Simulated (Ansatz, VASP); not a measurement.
**One calculation of Zn5CdS6, two programs**

INCAR

```
SYSTEM = Zn5CdS6
PREC     = Accurate       ! precision mode
ENCUT    = 520            ! plane-wave cutoff, eV
EDIFF    = 1E-7           ! SCF threshold, eV
ISMEAR   = 0              ! smearing method
SIGMA    = 0.1            ! smearing width, eV
LREAL    = .False.        ! projectors in reciprocal space
LASPH    = .True.         ! aspherical terms in the spheres
NELM     = 100            ! most SCF steps
ALGO     = Normal         ! electronic algorithm
ISIF     = 2              ! what is computed and relaxed
LWAVE    = .False.        ! write WAVECAR
LCHARG   = .False.        ! write CHGCAR
GGA      = PE             ! functional
NBANDS   = 66             ! bands
```

KPOINTS

```
Automatic mesh
0
Gamma
  6 6 1
  0 0 0
```

Contents of POSCAR:

```
Zn5CdS6
1.0
    3.8331134100      0.0000000000      0.0000000000
   -1.9165567100      3.3195735900      0.0000000000
    0.0000000000      0.0000000000     18.7783439600
Zn Cd S
5 1 6
Direct
    0.0000000000      0.0000000000      0.0000000000
    0.6666666700      0.3333333300      0.6666666700
    0.0000000000      0.0000000000      0.5000000000
    0.3333333300      0.6666666700      0.3333333300
    0.6666666700      0.3333333300      0.1666666700
    0.3333333300      0.6666666700      0.8333333300
    0.0000000000      0.0000000000      0.8750000000
    0.3333333300      0.6666666700      0.7083333300
    0.6666666700      0.3333333300      0.5416666700
    0.0000000000      0.0000000000      0.3750000000
    0.3333333300      0.6666666700      0.2083333300
    0.6666666700      0.3333333300      0.0416666700
```

Input for Ansatz:

```yaml
crystal:
  lattice:
    - [3.83311341, 0.0, 0.0]
    - [-1.91655671, 3.31957359, 0.0]
    - [0.0, 0.0, 18.77834396]
  atoms:
    - { symbol: Zn, position: [0.0, 0.0, 0.0] }
    - { symbol: Zn, position: [0.66666667, 0.33333333, 0.66666667] }
    - { symbol: Zn, position: [0.0, 0.0, 0.5] }
    - { symbol: Zn, position: [0.33333333, 0.66666667, 0.33333333] }
    - { symbol: Zn, position: [0.66666667, 0.33333333, 0.16666667] }
    - { symbol: Cd, position: [0.33333333, 0.66666667, 0.83333333] }
    - { symbol: S, position: [0.0, 0.0, 0.875] }
    - { symbol: S, position: [0.33333333, 0.66666667, 0.70833333] }
    - { symbol: S, position: [0.66666667, 0.33333333, 0.54166667] }
    - { symbol: S, position: [0.0, 0.0, 0.375] }
    - { symbol: S, position: [0.33333333, 0.66666667, 0.20833333] }
    - { symbol: S, position: [0.66666667, 0.33333333, 0.04166667] }
basis:
  ecutwfc: 420
kpoints:
  mp_grid: { grid: [6, 6, 1] }
hamiltonian:
  xc: pbe
scf:
  occupations: { method: gaussian, width: 0.1 }
  lower_state_search: "off"
output:
  forces: true
  stress: true
  eigenvalues: true
```

Alike in both runs: task single point; functional PBE; k mesh 6 × 6 × 1; occupations gaussian, width 0.1 eV; no spin polarisation.

|  | VASP | Ansatz |
| --- | --- | --- |
| version | VASP 6.6.1 | Ansatz 0.2.0 |
| potentials or method | VASP PAW PBE potentials, release 64 (Zn, Cd, S), cutoff 520 eV | scalar-relativistic, plane waves, PAW |
| valence electrons in the cell | 108 | 116 |

Ansatz gave:

- gap on the k mesh at the Fermi level (eV): 1.85
- least direct gap on the mesh (eV): 1.85
- pressure (GPa): 5.1
- traceless stress, the component that is largest in VASP (GPa): -0.07
- rms of the force components (eV/Å): 0.434

What did VASP give for the same quantities?

gap on the k mesh at the Fermi level (eV): 1.86; least direct gap on the mesh (eV): 1.86; pressure (GPa): 5.4; traceless stress, the component that is largest in VASP (GPa): -0.07; rms of the force components (eV/Å): 0.447.

Atom by atom the forces differ by 0.013 eV/Å (rms over components). VASP's potentials hold 108 valence electrons a cell and Ansatz's 116, so a difference there can come from the potentials and not from the codes.
